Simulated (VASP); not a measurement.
# Cu (P6_3/mmc) in VASP: a series of runs

Cu is run at these levels: r2SCAN; tasks: single point.

Everything below comes from runs of VASP 6.6.1. Logs are shortened: lines on timing, memory, paths and dates and some standing lists are left out, and cuts for length are marked.

## Step 1: The cell of the first run

Symmetry: P6_3/mmc, No. 194, hexagonal system. The conventional cell has a = 2.534 Å, b = 2.534 Å, c = 4.113 Å, α = 90.00°, β = 90.00°, γ = 120.00°. Cu (site symmetry -6m2) has 12 Cu at 2.52 to 2.53 Å within 3.3 Å.

## Step 2: Single point, r2SCAN

File POSCAR:

```
Cu
1.0
    2.5340966700      0.0000000000      0.0000000000
   -1.2670483300      2.1945920900      0.0000000000
    0.0000000000      0.0000000000      4.1125710000
Cu
2
Direct
    0.3333333333      0.6666666667      0.2500000000
    0.6666666667      0.3333333333      0.7500000000
```

File INCAR.step1:

```
  PREC = Accurate
  ENCUT = 520
  ISMEAR = -1
  SIGMA = 0.1
  LREAL = F
  LASPH = T
  NELM = 100
  NBANDS = 18
  GGA = PE
  ALGO = Normal
  EDIFF = 1E-4
  LWAVE = T
  LCHARG = F
```

File INCAR.step2:

```
  PREC = Accurate
  ENCUT = 520
  EDIFF = 1E-6
  ISMEAR = -1
  SIGMA = 0.1
  LREAL = F
  LASPH = T
  NELM = 100
  ALGO = Normal
  ISIF = 2
  LWAVE = F
  LCHARG = F
  METAGGA = R2SCAN
  LMIXTAU = T
  NBANDS = 18
  ISTART = 1
```

File KPOINTS:

```
Automatic mesh
0
Gamma
  12 12 7
```

Potentials or basis: VASP PAW PBE potentials, release 64 (Cu).

Command:

```
$ cat potpaw_PBE.64/Cu/POTCAR > POTCAR
$ cp INCAR.step1 INCAR
$ mpirun -np 1 vasp_std > vasp.out
$ cp INCAR.step2 INCAR
$ mpirun -np 1 vasp_std > vasp.out
```

OUTCAR:

```text
PREC = Accurate
   ENCUT = 520
   EDIFF = 1E-6
   ISMEAR = -1
   LREAL = F
   LASPH = T
   NELM = 100
   ISIF = 2
   METAGGA = R2SCAN
   ISTART = 1

 ion  position               nearest neighbor table
   1  0.333  0.667  0.250-   2 2.52   2 2.52   2 2.52   2 2.52   2 2.52   2 2.52
   2  0.667  0.333  0.750-   1 2.52   1 2.52   1 2.52   1 2.52   1 2.52   1 2.52

  LATTYP: Found a hexagonal cell.
 ALAT       =     2.5340966700
 C/A-ratio  =     1.6228942837

  Lattice vectors:

 A1 = (   2.5340966700,   0.0000000000,   0.0000000000)
 A2 = (  -1.2670483300,   2.1945920900,   0.0000000000)
 A3 = (   0.0000000000,   0.0000000000,   4.1125710000)

Analysis of symmetry for initial positions (statically):
=====================================================================
 Subroutine PRICEL returns:
 Original cell was already a primitive cell.

 Routine SETGRP: Setting up the symmetry group for a
 hexagonal supercell.

 Subroutine GETGRP returns: Found 24 space group operations
 (whereof 12 operations were pure point group operations)
 out of a pool of 24 trial point group operations.

The static configuration has the point symmetry D_3d.
 The point group associated with its full space group is D_6h.

Analysis of symmetry for dynamics (positions and initial velocities):
=====================================================================
 Subroutine PRICEL returns:
 Original cell was already a primitive cell.

 Routine SETGRP: Setting up the symmetry group for a
 hexagonal supercell.

 Subroutine GETGRP returns: Found 24 space group operations
 (whereof 12 operations were pure point group operations)
 out of a pool of 24 trial point group operations.

The dynamic configuration has the point symmetry D_3d.
 The point group associated with its full space group is D_6h.

 Subroutine INISYM returns: Found 24 space group operations
 (whereof 12 operations are pure point group operations),
 and found     1 'primitive' translations

----------------------------------------------------------------------------------------

                                     Primitive cell

  volume of cell :      22.8713

  direct lattice vectors                    reciprocal lattice vectors
     2.534096670  0.000000000  0.000000000     0.394617937  0.227832771  0.000000000
    -1.267048330  2.194592090  0.000000000     0.000000000  0.455665545  0.000000000
     0.000000000  0.000000000  4.112571000     0.000000000  0.000000000  0.243156896

  length of vectors
     2.534096670  2.534096666  4.112571000     0.455665544  0.455665545  0.243156896

  position of ions in fractional coordinates (direct lattice)
     0.333333333  0.666666667  0.250000000
     0.666666667  0.333333333  0.750000000

  ion indices of the primitive-cell ions
   primitive index   ion index
                 1           1
                 2           2

----------------------------------------------------------------------------------------

 KPOINTS: Automatic mesh

Automatic generation of k-mesh.
 Grid dimensions read from file:
 generate k-points for:   12   12    7

 Generating k-lattice:

  Cartesian coordinates                     Fractional coordinates (reciprocal lattice)
     0.032884828  0.018986064  0.000000000     0.083333333  0.000000000  0.000000000
     0.000000000  0.037972129  0.000000000     0.000000000  0.083333333  0.000000000
     0.000000000  0.000000000  0.034736699     0.000000000  0.000000000  0.142857143

  Length of vectors
     0.037972129  0.037972129  0.034736699

  Shift w.r.t. Gamma in fractional coordinates (k-lattice)
     0.000000000  0.000000000  0.000000000

 Subroutine IBZKPT returns following result:
 ===========================================

 Found     76 irreducible k-points:

 Following reciprocal coordinates:
            Coordinates               Weight
  0.000000  0.000000  0.000000      1.000000
  0.083333  0.000000  0.000000      6.000000
  0.166667  0.000000  0.000000      6.000000
  0.250000  0.000000  0.000000      6.000000
  0.333333  0.000000  0.000000      6.000000
  0.416667  0.000000  0.000000      6.000000
[... 16 lines left out ...]
  0.250000  0.000000  0.142857     12.000000
  0.333333  0.000000  0.142857     12.000000
 [... further k-points ...]
   k-points           NKPTS =     76   k-points in BZ     NKDIM =     76   number of bands    NBANDS=     18
   number of dos      NEDOS =    301   number of ions     NIONS =      2
   total plane-waves  NPLWV =  12800
   dimension x,y,z NGX =    20 NGY =   20 NGZ =   32
   dimension x,y,z NGXF=    40 NGYF=   40 NGZF=   64
   ions per type =               2
   NGX,Y,Z   is equivalent  to a cutoff of  13.12, 13.12, 12.94 a.u.
   NGXF,Y,Z  is equivalent  to a cutoff of  26.24, 26.24, 25.87 a.u.
 SYSTEM =  unknown system
   PREC   = accura    normal or accurate (medium, high low for compatibility)
   ISTART =      1    job   : 0-new  1-cont  2-samecut
   ICHARG =      0    charge: 1-file 2-atom 10-const
   ISPIN  =      1    spin polarized calculation?
   LNONCOLLINEAR =      F non collinear calculations
   LSORBIT =      F    spin-orbit coupling
   LASPH  =      T    aspherical Exc in radial PAW
   ENCUT  =  520.0 eV  38.22 Ry    6.18 a.u.   4.71  4.71  7.65*2*pi/ulx,y,z
   NELM   =    100;   NELMIN=  2; NELMDL=  0     # of ELM steps
   EDIFF  = 0.1E-05   stopping-criterion for ELM
   LREAL  =      F    real-space projection
   EDIFFG = 0.1E-04   stopping-criterion for IOM
   NSW    =      0    number of steps for IOM
   IBRION =     -1    ionic relax: 0-MD 1-quasi-New 2-CG
   NFREE  =      0    steps in history (QN), initial steepest desc. (CG)
   ISIF   =      2    stress and relaxation
   ISYM   =      2    0-nonsym 1-usesym 2-fastsym
   POTIM  = 0.5000    time-step for ionic-motion
   TEBEG  =    0.0;   TEEND  =   0.0 temperature during run
   PSTRESS=    0.0 pullay stress
   NELECT =      22.0000    total number of electrons
   NUPDOWN=      -1.0000    fix difference up-down
   EMIN   =  10.00;   EMAX   =-10.00  energy-range for DOS
   EFERMI =   0.00;   METHOD = LEGACY
   ISMEAR =    -1;   SIGMA  =   0.10  broadening in eV -4-tet -1-fermi 0-gaus
   EFERMI_NEDOS =   21; number of points for ismear=-14 and -15
   IALGO  =     38    algorithm
   IMIX   =      4    mixing-type and parameters
     AMIX     =   0.40;   BMIX     =  1.00
     AMIX_MAG =   1.60;   BMIX_MAG =  1.00
  volume/ion in A,a.u.               =      11.44        77.17
  Fermi-wavevector in a.u.,A,eV,Ry     =   1.616041  3.053874 35.532800  2.611587
  Thomas-Fermi vector in A             =   2.710691
   LORBIT       =      0    0 simple, 1 ext, 2 COOP (PROOUT), +10 PAW based schemes
   METAGGA = R2SCAN    functional components
   LHFCALC =     F    Hartree Fock is set to
   AEXX    =    0.0000 exact exchange contribution
   IVDW    =     0    specifies the selected vdW correction
   LEPSILON=     F    determine dielectric tensor
   LRPA    =     F    only Hartree local field effects (RPA)
 non-spin polarized calculation
  energy-cutoff  :      520.00
  volume of cell :       22.87
 maximum number of plane-waves:       634
 NGX is ok and might be reduce to    20
   NGX =  9   NGY =  9   NGZ = 15

 number of electron      21.9999979 magnetization

 Free energy of the ion-electron system (eV)
  ---------------------------------------------------
  ext. energy  EPLUGINS =         0.00000000
  ---------------------------------------------------
  free energy    TOTEN  =       -21.63256111 eV

  energy without entropy =      -21.60641249  energy(sigma->0) =      -21.61948680

 E-fermi :   7.7654     XC(G=0): -13.9621

 val. band max:        7.7638830437   @ k =   0.5000   0.0000   0.0000
 cond. band min:       7.7708444101   @ k =   0.2500   0.2500   0.2857
 fundamental gap:      0.0069613664
 Fermi energy:         7.7653831098

 k-point     1 :       0.0000    0.0000    0.0000
  band No.  band energies     occupation
      1      -2.1250      2.00000
      2       2.3870      2.00000
      3       4.5801      2.00000
      4       4.6173      2.00000
      5       4.6174      2.00000
      6       4.8448      2.00000
[... 10 lines left out ...]
     17      32.5743      0.00000
     18      32.5744      0.00000

 k-point     2 :       0.0833    0.0000    0.0000
  band No.  band energies     occupation
      1      -1.8875      2.00000
      2       2.5192      2.00000
      3       4.4330      2.00000
      4       4.7033      2.00000
      5       4.7364      2.00000
      6       4.8090      2.00000
[... 10 lines left out ...]
     17      33.4862      0.00000
     18      33.6666      0.00000

 k-point     3 :       0.1667    0.0000    0.0000
  band No.  band energies     occupation
      1      -1.1915      2.00000
      2       2.8516      2.00000
      3       4.2259      2.00000
      4       4.3974      2.00000
      5       4.6731      2.00000
      6       4.9368      2.00000
[... 10 lines left out ...]
     17      30.6937      0.00000
     18      32.7813      0.00000

 k-point     4 :       0.2500    0.0000    0.0000
  band No.  band energies     occupation
      1      -0.1010      2.00000
      2       3.1522      2.00000
      3       3.8305      2.00000
      4       4.0775      2.00000
      5       4.5920      2.00000
      6       4.7804      2.00000
[... 375 lines left out ...]
      4       4.2460      2.00000
      5       4.6178      2.00000
      6       4.8189      2.00000
[... 10 lines left out ...]
     17      29.7768      0.00000
     18      31.5908      0.00000

 k-point    23 :       0.2500    0.0000    0.1429
  band No.  band energies     occupation
      1       0.0704      2.00000
      2       3.1447      2.00000
      3       3.7313      2.00000
      4       4.1071      2.00000
      5       4.5085      2.00000
      6       4.8006      2.00000
[... 10 lines left out ...]
     17      28.1826      0.00000
     18      30.6207      0.00000

 k-point    24 :       0.3333    0.0000    0.1429
  band No.  band energies     occupation
      1       1.3252      2.00000
      2       3.1520      2.00000
      3       3.4312      2.00000
      4       4.0499      2.00000
      5       4.6241      2.00000
      6       4.6890      2.00000
[... 10 lines left out ...]
     17      26.2049      0.00000
     18      28.6823      0.00000

 [... further k-points ...]
[... 5 lines left out ...]
  --------------------------------------------------------------------------------------
  -------------------------------------------------------------------------------------
  Total        0.1368208      0.1368208      0.2337217      0.0000000      0.0000000      0.0000000
  in kB        9.5845649      9.5845649     16.3726587      0.0000000      0.0000000      0.0000000
  external PRESSURE =      11.8472629 kB  Pullay stress =       0.0000000 kB

 VOLUME and BASIS-vectors are now :
 -----------------------------------------------------------------------------
  energy-cutoff  :      520.00
  volume of cell :       22.87
      direct lattice vectors                 reciprocal lattice vectors
     2.534096670  0.000000000  0.000000000     0.394617937  0.227832771  0.000000000
    -1.267048330  2.194592090  0.000000000     0.000000000  0.455665545  0.000000000
     0.000000000  0.000000000  4.112571000     0.000000000  0.000000000  0.243156896

 POSITION                                       TOTAL-FORCE (eV/Angst)
 -----------------------------------------------------------------------------------
      0.00000      1.46306      1.02814        -0.000000      0.000000      0.000000
      1.26705      0.73153      3.08443         0.000000      0.000000     -0.000000
 -----------------------------------------------------------------------------------
    total drift:                               -0.000000      0.000000     -0.000000

  FREE ENERGIE OF THE ION-ELECTRON SYSTEM (eV)
  ---------------------------------------------------
  free  energy   TOTEN  =       -21.6325611147 eV

  energy  without entropy=      -21.6064124941  energy(sigma->0) =      -21.61948680
```

It took 52 s on 1 thread of Intel Xeon 6975P-C (Granite Rapids), shared host; peak memory 0.15 GiB.

Results:

```
Free energy            : -21.6326 eV
Pressure               : 1.2 GPa
Band gap on the k mesh : zero (band 11 reaches 12.01 eV, above the bottom of band 12 at 5.77 eV)
```

Levels at points of the mesh, in eV from the Fermi level:
```
           k point  band 7  band 8  band 9  band 10  band 11  band 12  band 13  band 14  band 15  band 16
(0.00, 0.00, 0.00)   -2.92   -2.65   -2.65    -1.84    -1.84    -1.05     4.27    22.37    23.17    23.17
(0.50, 0.00, 0.00)   -2.87   -1.74   -1.68    -1.63     0.00     1.72     8.33     8.87    11.28    11.93
```

Caveat: the PAW data sets were made with another functional, which shifts forces and pressure a little.

## Step 3: Single point, r2SCAN

POSCAR is that of step 2.

File INCAR.step1:

```
  ALGO = Normal
  EDIFF = 1E-5
  ENCUT = 770
  GGA = PE
  GGA_COMPAT = F
  ISMEAR = -1
  LASPH = T
  LCHARG = F
  LREAL = F
  LWAVE = T
  NBANDS = 26
  NELM = 120
  PREC = Accurate
  SIGMA = 0.1
```

File INCAR.step2:

```
  ALGO = Normal
  EDIFF = 1E-6
  ENCUT = 770
  GGA_COMPAT = F
  ISIF = 2
  ISMEAR = -1
  ISTART = 1
  LASPH = T
  LCHARG = F
  LMIXTAU = T
  LREAL = F
  LWAVE = F
  METAGGA = R2SCAN
  NBANDS = 26
  NELM = 120
  PREC = Accurate
  SIGMA = 0.1
```

File KPOINTS:

```
k-points
0
Gamma
  3 3 2
```

Potentials or basis: VASP PAW PBE potentials, release 64 (Cu_sv_GW).

Command:

```
$ cat potpaw_PBE.64/Cu_sv_GW/POTCAR > POTCAR
$ cp INCAR.step1 INCAR
$ mpirun -np 1 vasp_std > vasp.out
$ cp INCAR.step2 INCAR
$ mpirun -np 1 vasp_std > vasp.out
```

OUTCAR:

```text
EDIFF = 1E-6
   ENCUT = 770
   ISIF = 2
   ISMEAR = -1
   ISTART = 1
   LASPH = T
   LREAL = F
   METAGGA = R2SCAN
   NELM = 120
   PREC = Accurate

 ion  position               nearest neighbor table
   1  0.333  0.667  0.250-   2 2.52   2 2.52   2 2.52   2 2.52   2 2.52   2 2.52
   2  0.667  0.333  0.750-   1 2.52   1 2.52   1 2.52   1 2.52   1 2.52   1 2.52

  LATTYP: Found a hexagonal cell.
 ALAT       =     2.5340966700
 C/A-ratio  =     1.6228942837

  Lattice vectors:

[... 342 lines left out ...]
------------------------ aborting loop because EDIFF is reached ----------------------------------------

  FORCE on cell =-STRESS in cart. coord.  units (eV):
  Direction    XX          YY          ZZ          XY          YZ          ZX
  --------------------------------------------------------------------------------------
  -------------------------------------------------------------------------------------
  Total       -0.8339184     -0.8339183     -0.3263883     -0.0000000      0.0000000     -0.0000000
  in kB      -58.4176008    -58.4176007    -22.8641316     -0.0000001      0.0000000     -0.0000000
  external PRESSURE =     -46.5664444 kB  Pullay stress =       0.0000000 kB

 VOLUME and BASIS-vectors are now :
 -----------------------------------------------------------------------------
  energy-cutoff  :      770.00
  volume of cell :       22.87
      direct lattice vectors                 reciprocal lattice vectors
     2.534096670  0.000000000  0.000000000     0.394617937  0.227832771  0.000000000
    -1.267048330  2.194592090  0.000000000     0.000000000  0.455665545  0.000000000
     0.000000000  0.000000000  4.112571000     0.000000000  0.000000000  0.243156896

 POSITION                                       TOTAL-FORCE (eV/Angst)
 -----------------------------------------------------------------------------------
      0.00000      1.46306      1.02814         0.000000      0.000000      0.000000
      1.26705      0.73153      3.08443        -0.000000     -0.000000      0.000000
 -----------------------------------------------------------------------------------
    total drift:                               -0.000000      0.000000     -0.000000

  FREE ENERGIE OF THE ION-ELECTRON SYSTEM (eV)
  ---------------------------------------------------
  free  energy   TOTEN  =       -22.0888151652 eV

  energy  without entropy=      -21.9982893822  energy(sigma->0) =      -22.04355227
```

Wall time 42 s (1 thread of Intel Xeon Platinum 8488C (Sapphire Rapids), shared host); peak memory 0.17 GiB.

Results:

```
Free energy            : -22.0888 eV
Pressure               : -4.7 GPa
Band gap on the k mesh : zero (band 19 reaches 11.96 eV, above the bottom of band 20 at 5.65 eV)
```

Stress tensor (GPa, compression positive):
```
-5.84  0.00  0.00
 0.00 -5.84  0.00
 0.00  0.00 -2.29
```

Levels at points of the mesh, in eV from the Fermi level:
| k point | band 15 | band 16 | band 17 | band 18 | band 19 | band 20 | band 21 | band 22 | band 23 | band 24 |
| --- | --- | --- | --- | --- | --- | --- | --- | --- | --- | --- |
| (0.00, 0.00, 0.00) | -1.81 | -1.58 | -1.58 | -0.76 | -0.76 | -0.02 | 5.33 | 23.49 | 24.19 | 24.19 |
| (0.00, 0.00, 0.50) | -2.09 | -2.09 | -0.99 | -0.99 | -0.99 | -0.99 | 14.52 | 14.52 | 24.24 | 24.24 |

Caveat: the k points lie up to 0.95 Å⁻¹ apart; the PAW data sets were made with another functional, which shifts forces and pressure a little.
